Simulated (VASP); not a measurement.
Write the native input for VASP 6.6.1 that does the following.

```
Task                               : single point
Functional                         : HSE06
Potentials or basis                : VASP PAW PBE potentials, release 64 (B, P)
Cutoff                             : 520 eV
k mesh                             : 6 × 6 × 6
Occupations                        : fermi-dirac, width 0.02 eV
Spin                               : no spin polarisation
Dipole correction                  : no
Grid for exact exchange (PRECFOCK) : Normal
Further INCAR settings             : ALGO = Normal; EDIFF = 1e-06; NBANDS = 11
Share of exact exchange            : 0.25
Screening parameter                : 0.2079 1/Å
```

The system is BP.

```xyz
2
Lattice="0.0000 2.2625 2.2625 2.2625 0.0000 2.2625 2.2625 2.2625 0.0000" Properties=species:S:1:pos:R:3 pbc="T T T"
B     0.0000    0.0000    0.0000
P     1.1312    1.1312    1.1312
```

One way to write it, as run:

POSCAR

```
BP
1.0
    0.0000000000      2.2624671625      2.2624671625
    2.2624671625      0.0000000000      2.2624671625
    2.2624671625      2.2624671625      0.0000000000
B P
1 1
Direct
    0.0000000000      0.0000000000      0.0000000000
    0.2500000000      0.2500000000      0.2500000000
```

INCAR.step1

```
SYSTEM = BP
PREC = Accurate ; ENCUT = 520
EDIFF = 1E-5 ; ISMEAR = -1
SIGMA = 0.02 ; LREAL = .False.
LASPH = .True. ; NELM = 80
ALGO = Normal ; ISIF = 2
LWAVE = .True. ; LCHARG = .False.
NBANDS = 11 ; GGA = PE
```

INCAR.step2

```
SYSTEM = BP
PREC = Accurate ; ENCUT = 520
EDIFF = 1E-6 ; ISMEAR = -1
SIGMA = 0.02 ; LREAL = .False.
LASPH = .True. ; NELM = 80
ALGO = Normal ; ISIF = 2
LWAVE = .False. ; LCHARG = .False.
GGA = PE ; LHFCALC = .True.
HFSCREEN = 0.2079 ; PRECFOCK = Normal
NBANDS = 11 ; ISTART = 1
```

KPOINTS

```
Automatic mesh
0
Gamma
  6 6 6
  0 0 0
```

Potentials or basis: VASP PAW PBE potentials, release 64 (B, P).

The run is started by

```console
$ cat potpaw_PBE.64/B/POTCAR potpaw_PBE.64/P/POTCAR > POTCAR
$ cp INCAR.step1 INCAR
$ mpirun -np 1 vasp_std > vasp.out
$ cp INCAR.step2 INCAR
$ mpirun -np 1 vasp_std > vasp.out
```

It gave:

```yaml
Pressure: -0.6 GPa
Band_gap_on_the_k_mesh: 2.04 eV (least direct gap 4.35 eV)
```

Caveat: the PAW data sets were made with another functional, which shifts forces and pressure a little.

Wall time 7.3 min on 1 thread of Intel(R) Xeon(R) Platinum 8259CL CPU @ 2.50GHz (Skylake/Cascade Lake), with other jobs on the host, peak memory 0.23 GiB.
